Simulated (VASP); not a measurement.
# NaI (P4/mmm) in VASP: a series of runs

Aim: see how the results for NaI move with the level of theory and the settings. Levels: PBE, r2SCAN. Tasks: single point.

All numbers are computed with VASP 6.6.1; they aren't measurements. Logs are shortened: lines on timing, memory, paths and dates and some standing lists are left out, and cuts for length are marked.

## 1. The cell of the first run

It takes space group P4/mmm (No. 123, tetragonal). Conventional cell: a = 4.041 Å, b = 4.041 Å, c = 4.103 Å, α = 90.00°, β = 90.00°, γ = 90.00°. Within 4.6 Å of Na (site symmetry 4/mmm) lie 8 I at 3.52 Å and 6 Na at 4.04 to 4.10 Å. Within 4.6 Å of I (site symmetry 4/mmm) lie 8 Na at 3.52 Å and 6 I at 4.04 to 4.10 Å.

## 2. Single point, PBE (uniaxial z strain +1.6%)

The input, INCAR:

```
SYSTEM = NaI
ALGO     = Normal         ! electronic algorithm
EDIFF    = 1E-7           ! SCF threshold, eV
ENCUT    = 520            ! plane-wave cutoff, eV
GGA      = PE             ! functional
ISIF     = 2              ! what is computed and relaxed
ISMEAR   = -1             ! smearing method
LASPH    = .TRUE.         ! aspherical terms in the spheres
LCHARG   = .TRUE.         ! write CHGCAR
LELF     = .TRUE.         ! ELF
LREAL    = .FALSE.        ! projectors in reciprocal space
LVHAR    = .TRUE.       
LWAVE    = .FALSE.        ! write WAVECAR
NBANDS   = 14             ! bands
NELM     = 80             ! most SCF steps
PREC     = Accurate       ! precision mode
SIGMA    = 0.02           ! smearing width, eV
```

The input, KPOINTS:

```
k-points
0
G
  6 6 6
  0 0 0
```

The input, POSCAR:

```
NaI
1.0
    4.0405366932      0.0000000000      0.0000000000
    0.0000000000      4.0405366932      0.0000000000
    0.0000000000      0.0000000000      4.1031650119
Na I
1 1
Direct
    0.0000000000      0.0000000000      0.0000000000
    0.5000000000      0.5000000000      0.5000000000
```

Potentials or basis: VASP PAW PBE potentials, release 64 (Na_pv, I).

Started as:

```sh
cat potpaw_PBE.64/Na_pv/POTCAR potpaw_PBE.64/I/POTCAR > POTCAR
mpirun -np 1 vasp_std > vasp.out
```

OUTCAR:

```text
SYSTEM = NaI
   EDIFF = 1E-7
   ENCUT = 520
   GGA = PE
   ISIF = 2
   ISMEAR = -1
   LASPH = .TRUE.
   LREAL = .FALSE.
   NELM = 80
   PREC = Accurate

 ion  position               nearest neighbor table
   1  0.000  0.000  0.000-
   2  0.500  0.500  0.500-

  LATTYP: Found a simple tetragonal cell.
 ALAT       =     4.0405366932
 C/A-ratio  =     1.0155000000

  Lattice vectors:

 A1 = (   4.0405366932,   0.0000000000,   0.0000000000)
 A2 = (   0.0000000000,   4.0405366932,   0.0000000000)
 A3 = (   0.0000000000,   0.0000000000,   4.1031650119)

Analysis of symmetry for initial positions (statically):
=====================================================================
 Subroutine PRICEL returns:
 Original cell was already a primitive cell.

 Routine SETGRP: Setting up the symmetry group for a
 simple tetragonal supercell.

 Subroutine GETGRP returns: Found 16 space group operations
 (whereof 16 operations were pure point group operations)
 out of a pool of 16 trial point group operations.

The static configuration has the point symmetry D_4h.

Analysis of symmetry for dynamics (positions and initial velocities):
=====================================================================
 Subroutine PRICEL returns:
 Original cell was already a primitive cell.

 Routine SETGRP: Setting up the symmetry group for a
 simple tetragonal supercell.

 Subroutine GETGRP returns: Found 16 space group operations
 (whereof 16 operations were pure point group operations)
 out of a pool of 16 trial point group operations.

The dynamic configuration has the point symmetry D_4h.

 Subroutine INISYM returns: Found 16 space group operations
 (whereof 16 operations are pure point group operations),
 and found     1 'primitive' translations

----------------------------------------------------------------------------------------

                                     Primitive cell

  volume of cell :      66.9880

  direct lattice vectors                    reciprocal lattice vectors
     4.040536693  0.000000000  0.000000000     0.247491874  0.000000000  0.000000000
     0.000000000  4.040536693  0.000000000     0.000000000  0.247491874  0.000000000
     0.000000000  0.000000000  4.103165012     0.000000000  0.000000000  0.243714303

  length of vectors
     4.040536693  4.040536693  4.103165012     0.247491874  0.247491874  0.243714303

  position of ions in fractional coordinates (direct lattice)
     0.000000000  0.000000000  0.000000000
     0.500000000  0.500000000  0.500000000

  ion indices of the primitive-cell ions
   primitive index   ion index
                 1           1
                 2           2

----------------------------------------------------------------------------------------

 KPOINTS: k-points

Automatic generation of k-mesh.
 Grid dimensions read from file:
 generate k-points for:    6    6    6

 Generating k-lattice:

  Cartesian coordinates                     Fractional coordinates (reciprocal lattice)
     0.041248646  0.000000000  0.000000000     0.166666667  0.000000000  0.000000000
     0.000000000  0.041248646  0.000000000     0.000000000  0.166666667  0.000000000
     0.000000000  0.000000000  0.040619050     0.000000000  0.000000000  0.166666667

  Length of vectors
     0.041248646  0.041248646  0.040619050

  Shift w.r.t. Gamma in fractional coordinates (k-lattice)
     0.000000000  0.000000000  0.000000000

 Subroutine IBZKPT returns following result:
 ===========================================

 Found     40 irreducible k-points:

 Following reciprocal coordinates:
            Coordinates               Weight
  0.000000  0.000000  0.000000      1.000000
  0.166667  0.000000  0.000000      4.000000
  0.333333  0.000000  0.000000      4.000000
  0.500000  0.000000  0.000000      2.000000
  0.166667  0.166667  0.000000      4.000000
  0.333333  0.166667  0.000000      8.000000
[... 16 lines left out ...]
  0.333333  0.000000  0.333333      8.000000
  0.500000  0.000000  0.333333      4.000000
 [... further k-points ...]
   k-points           NKPTS =     40   k-points in BZ     NKDIM =     40   number of bands    NBANDS=     14
   number of dos      NEDOS =    301   number of ions     NIONS =      2
   total plane-waves  NPLWV =  28800
   dimension x,y,z NGX =    30 NGY =   30 NGZ =   32
   dimension x,y,z NGXF=    60 NGYF=   60 NGZF=   64
   ions per type =               1   1
   NGX,Y,Z   is equivalent  to a cutoff of  12.34, 12.34, 12.97 a.u.
   NGXF,Y,Z  is equivalent  to a cutoff of  24.69, 24.69, 25.93 a.u.
 SYSTEM =  NaI
   PREC   = accura    normal or accurate (medium, high low for compatibility)
   ISTART =      0    job   : 0-new  1-cont  2-samecut
   ICHARG =      2    charge: 1-file 2-atom 10-const
   ISPIN  =      1    spin polarized calculation?
   LNONCOLLINEAR =      F non collinear calculations
   LSORBIT =      F    spin-orbit coupling
   LASPH  =      T    aspherical Exc in radial PAW
   ENCUT  =  520.0 eV  38.22 Ry    6.18 a.u.   7.51  7.51  7.63*2*pi/ulx,y,z
   NELM   =     80;   NELMIN=  2; NELMDL= -5     # of ELM steps
   EDIFF  = 0.1E-06   stopping-criterion for ELM
   LREAL  =      F    real-space projection
   EDIFFG = 0.1E-05   stopping-criterion for IOM
   NSW    =      0    number of steps for IOM
   IBRION =     -1    ionic relax: 0-MD 1-quasi-New 2-CG
   NFREE  =      0    steps in history (QN), initial steepest desc. (CG)
   ISIF   =      2    stress and relaxation
   ISYM   =      2    0-nonsym 1-usesym 2-fastsym
   POTIM  = 0.5000    time-step for ionic-motion
   TEBEG  =    0.0;   TEEND  =   0.0 temperature during run
   PSTRESS=    0.0 pullay stress
   NELECT =      14.0000    total number of electrons
   NUPDOWN=      -1.0000    fix difference up-down
   EMIN   =  10.00;   EMAX   =-10.00  energy-range for DOS
   EFERMI =   0.00;   METHOD = LEGACY
   ISMEAR =    -1;   SIGMA  =   0.02  broadening in eV -4-tet -1-fermi 0-gaus
   EFERMI_NEDOS =   21; number of points for ismear=-14 and -15
   IALGO  =     38    algorithm
   IMIX   =      4    mixing-type and parameters
     AMIX     =   0.40;   BMIX     =  1.00
     AMIX_MAG =   1.60;   BMIX_MAG =  1.00
  volume/ion in A,a.u.               =      33.49       226.03
  Fermi-wavevector in a.u.,A,eV,Ry     =   0.971520  1.835907 12.841878  0.943851
  Thomas-Fermi vector in A             =   2.101744
   LORBIT       =      0    0 simple, 1 ext, 2 COOP (PROOUT), +10 PAW based schemes
   GGA     = PE    functional components
   LHFCALC =     F    Hartree Fock is set to
   AEXX    =    0.0000 exact exchange contribution
   IVDW    =     0    specifies the selected vdW correction
   LEPSILON=     F    determine dielectric tensor
   LRPA    =     F    only Hartree local field effects (RPA)
 non-spin polarized calculation
  energy-cutoff  :      520.00
  volume of cell :       66.99
 maximum number of plane-waves:      1818
   NGX = 15   NGY = 15   NGZ = 15

 number of electron      13.9999989 magnetization

 Free energy of the ion-electron system (eV)
  ---------------------------------------------------
  ext. energy  EPLUGINS =         0.00000000
  ---------------------------------------------------
  free energy    TOTEN  =        -5.07229201 eV

  energy without entropy =       -5.07229201  energy(sigma->0) =       -5.07229201

 E-fermi :   2.3559     XC(G=0):  -7.8086

 val. band max:        1.8569445135   @ k =   0.5000   0.0000   0.5000
 cond. band min:       4.0950477814   @ k =   0.0000   0.0000   0.0000
 fundamental gap:      2.2381032679
 Fermi energy:         2.3559276036

 k-point     1 :       0.0000    0.0000    0.0000
  band No.  band energies     occupation
      1     -21.8849      2.00000
      2     -21.8849      2.00000
      3     -21.8826      2.00000
      4      -9.9374      2.00000
      5       1.0997      2.00000
      6       1.2393      2.00000
      7       1.2393      2.00000
      8       4.0950      0.00000
      9       7.4002      0.00000
     10       7.4984      0.00000
     11      12.8401      0.00000
     12      12.9935      0.00000
     13      12.9935      0.00000
     14      13.5868      0.00000

 k-point     2 :       0.1667    0.0000    0.0000
  band No.  band energies     occupation
      1     -21.8870      2.00000
      2     -21.8848      2.00000
      3     -21.8824      2.00000
      4      -9.8613      2.00000
      5       0.3213      2.00000
      6       1.1772      2.00000
      7       1.3153      2.00000
      8       4.7742      0.00000
      9       7.6503      0.00000
     10       8.2665      0.00000
     11      11.4270      0.00000
     12      11.6510      0.00000
     13      12.1751      0.00000
     14      13.7751      0.00000

 k-point     3 :       0.3333    0.0000    0.0000
  band No.  band energies     occupation
      1     -21.8910      2.00000
      2     -21.8844      2.00000
      3     -21.8820      2.00000
      4      -9.6986      2.00000
      5      -0.8854      2.00000
      6       1.3433      2.00000
      7       1.4776      2.00000
      8       5.7476      0.00000
      9       8.2910      0.00000
     10       8.7043      0.00000
     11      10.0729      0.00000
     12      10.3159      0.00000
     13      11.6812      0.00000
     14      12.7842      0.00000
[... 324 lines left out ...]
 k-point    23 :       0.3333    0.0000    0.3333
  band No.  band energies     occupation
      1     -21.8903      2.00000
      2     -21.8869      2.00000
      3     -21.8840      2.00000
      4      -9.5056      2.00000
      5      -0.5571      2.00000
      6      -0.3497      2.00000
      7       1.6931      2.00000
      8       5.7761      0.00000
      9       7.6602      0.00000
     10       9.9816      0.00000
     11      10.6569      0.00000
     12      10.7116      0.00000
     13      11.2075      0.00000
     14      12.8632      0.00000

 k-point    24 :       0.5000    0.0000    0.3333
  band No.  band energies     occupation
      1     -21.8922      2.00000
      2     -21.8866      2.00000
      3     -21.8838      2.00000
      4      -9.4271      2.00000
      5      -0.9172      2.00000
      6      -0.2625      2.00000
      7       1.7794      2.00000
      8       5.2315      0.00000
      9       8.1612      0.00000
     10       9.8851      0.00000
     11      10.4229      0.00000
     12      10.4969      0.00000
     13      11.2963      0.00000
     14      13.6141      0.00000

 [... further k-points ...]

------------------------ aborting loop because EDIFF is reached ----------------------------------------

  FORCE on cell =-STRESS in cart. coord.  units (eV):
  Direction    XX          YY          ZZ          XY          YZ          ZX
  --------------------------------------------------------------------------------------
  -------------------------------------------------------------------------------------
  Total        0.1153276      0.1153276     -0.1848961      0.0000000      0.0000000      0.0000000
  in kB        2.7583327      2.7583327     -4.4222296      0.0000000      0.0000000      0.0000000
  external PRESSURE =       0.3648119 kB  Pullay stress =       0.0000000 kB

 VOLUME and BASIS-vectors are now :
 -----------------------------------------------------------------------------
  energy-cutoff  :      520.00
  volume of cell :       66.99
      direct lattice vectors                 reciprocal lattice vectors
     4.040536693  0.000000000  0.000000000     0.247491874  0.000000000  0.000000000
     0.000000000  4.040536693  0.000000000     0.000000000  0.247491874  0.000000000
     0.000000000  0.000000000  4.103165012     0.000000000  0.000000000  0.243714303

 POSITION                                       TOTAL-FORCE (eV/Angst)
 -----------------------------------------------------------------------------------
      0.00000      0.00000      0.00000         0.000000      0.000000      0.000000
      2.02027      2.02027      2.05158         0.000000      0.000000      0.000000
 -----------------------------------------------------------------------------------
    total drift:                                0.000000     -0.000000     -0.000000

  FREE ENERGIE OF THE ION-ELECTRON SYSTEM (eV)
  ---------------------------------------------------
  free  energy   TOTEN  =        -5.0722920135 eV

  energy  without entropy=       -5.0722920135  energy(sigma->0) =       -5.07229201
```

Wall time 25 s (1 thread of Intel Xeon Platinum 8259CL at 2.50GHz (Skylake/Cascade Lake), shared host); peak memory 0.19 GiB.

Results:

```
Free energy            : -5.0723 eV
Pressure               : 0.0 GPa
Band gap on the k mesh : 2.24 eV (least direct gap 2.76 eV)
```

Caveat: the cell differs from its parent crystal (uniaxial z strain +1.6%); spin-orbit coupling is left out, which moves the levels of the heavy elements. A k mesh can miss the band edges.

## 3. Single point, r2SCAN (uniaxial z strain +1.6%)

POSCAR is that of step 2.

The input, INCAR.step1:

```
SYSTEM = NaI
ALGO = Normal
EDIFF = 1E-4
ENCUT = 520
GGA = PE
ISMEAR = 0
LASPH = .TRUE.
LCHARG = .FALSE.
LREAL = .FALSE.
LWAVE = .TRUE.
NBANDS = 14
NELM = 80
PREC = Accurate
SIGMA = 0.01
```

The input, INCAR.step2:

```
SYSTEM = NaI
ALGO = Normal
EDIFF = 1E-6
ENCUT = 520
ISIF = 2
ISMEAR = 0
ISTART = 1
LASPH = .TRUE.
LCHARG = .FALSE.
LMIXTAU = .TRUE.
LREAL = .FALSE.
LWAVE = .FALSE.
METAGGA = R2SCAN
NBANDS = 14
NELM = 80
PREC = Accurate
SIGMA = 0.01
```

KPOINTS is that of step 2.

Potentials or basis: VASP PAW PBE potentials, release 64 (Na_pv, I).

Started as:

```sh
cat potpaw_PBE.64/Na_pv/POTCAR potpaw_PBE.64/I/POTCAR > POTCAR
cp INCAR.step1 INCAR
mpirun -np 1 vasp_std > vasp.out
cp INCAR.step2 INCAR
mpirun -np 1 vasp_std > vasp.out
```

It took 94 s on 1 thread of Intel Xeon Platinum 8259CL at 2.50GHz (Skylake/Cascade Lake), shared host; peak memory 0.19 GiB.

Results (log left out):

| Item | Value |
| --- | --- |
| Free energy | -30.7268 eV |
| Pressure | -0.4 GPa |
| Band gap on the k mesh | 3.01 eV (least direct gap 3.34 eV) |

Stress tensor (GPa, compression positive):
```
-0.08  0.00  0.00
 0.00 -0.08  0.00
 0.00  0.00 -0.89
```

Levels at points of the mesh, in eV from the valence-band top:
| k point | band 4 | band 5 | band 6 | band 7 | band 8 | band 9 | band 10 | band 11 |
| --- | --- | --- | --- | --- | --- | --- | --- | --- |
| (0.00, 0.00, 0.00) | -12.15 | -0.78 | -0.64 | -0.64 | 3.01 | 6.06 | 6.17 | 12.00 |
| (0.50, 0.00, 0.00) | -11.81 | -3.25 | -0.44 | -0.31 | 5.24 | 7.06 | 7.66 | 8.32 |
| (0.50, 0.50, 0.00) | -11.50 | -2.61 | -2.61 | -0.10 | 3.41 | 7.56 | 8.86 | 8.86 |
| (0.00, 0.00, 0.50) | -11.84 | -3.25 | -0.34 | -0.34 | 5.31 | 7.05 | 7.66 | 8.53 |
| (0.50, 0.00, 0.50) | -11.54 | -2.65 | -2.59 | 0.00 | 3.34 | 7.68 | 8.93 | 9.02 |
| (0.50, 0.50, 0.50) | -11.24 | -2.16 | -2.16 | -2.10 | 4.66 | 4.66 | 4.66 | 7.49 |

Caveat: the cell differs from its parent crystal (uniaxial z strain +1.6%); the PAW data sets were made with another functional, which shifts forces and pressure a little; spin-orbit coupling is left out, which moves the levels of the heavy elements.
